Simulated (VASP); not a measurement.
CdS: dielectric tensor with r2SCAN

The system is CdS.

```
Cd S
1.0
     0.00000    2.82165    3.10541
     2.82165    0.00000    3.10541
     2.82165    2.82165    0.00000
Cd S
1 1
Direct
  0.00000 0.00000 0.00000
  0.25000 0.25000 0.25000
```

This cell differs from its parent crystal: epitaxial xy strain -4.0%.

```
Program                : VASP 6.6.1
Task                   : dielectric tensor
Functional             : r2SCAN
Potentials or basis    : VASP PAW PBE potentials, release 64 (Cd, S)
Cutoff                 : 520 eV
k mesh                 : 6 × 6 × 6
Occupations            : gaussian, width 0.01 eV
Spin                   : no spin polarisation
Dipole correction      : no
Further INCAR settings : ALGO = Normal; EDIFF = 1e-08
```

```yaml
Band_gap_on_the_k_mesh: 1.47 eV
Electronic_dielectric_tensor_diagonal: 5.33, 5.33, 5.64
Born_charges_mean_of_the_diagonal: Cd +2.17; S -2.17 e
```

Levels at points of the mesh, in eV from the valence-band top:
```csv
k point,band 5,band 6,band 7,band 8,band 9,band 10,band 11,band 12,band 13
"(0.00, 0.00, 0.00)",-7.59,-7.56,-0.35,0.00,0.00,1.47,7.02,7.03,7.03
"(0.50, 0.00, 0.00)",-7.52,-7.19,-4.56,-1.08,-0.66,3.27,7.12,7.80,7.86
"(0.50, 0.50, 0.00)",-7.49,-7.26,-4.47,-1.75,-1.75,4.03,5.21,9.02,11.63
"(0.50, 0.00, 0.50)",-7.48,-7.05,-3.87,-2.23,-2.05,3.62,4.39,10.01,10.65
```

Electronic dielectric tensor:
```
5.33 0.00 0.00
0.00 5.33 0.00
0.00 0.00 5.64
```

Born effective charge tensors (e):
atom 1, Cd
```
2.11 0.00 0.00
0.00 2.11 0.00
0.00 0.00 2.30
```
atom 2, S
```
-2.11  0.00  0.00
 0.00 -2.11  0.00
 0.00  0.00 -2.30
```

Dipole moments of the cell (e·Å, modulo the quantum): ionic 8.465, 8.465, 9.316; electronic 0.006, 0.006, 0.019

Wall time 26 min on 1 thread of Intel(R) Xeon(R) Platinum 8375C CPU @ 2.90GHz (Ice Lake), with other jobs on the host, peak memory 0.42 GiB.

Caveat: the cell differs from its parent crystal (epitaxial xy strain -4.0%); the structure was generated, so it needn't be the stable form of CdS.
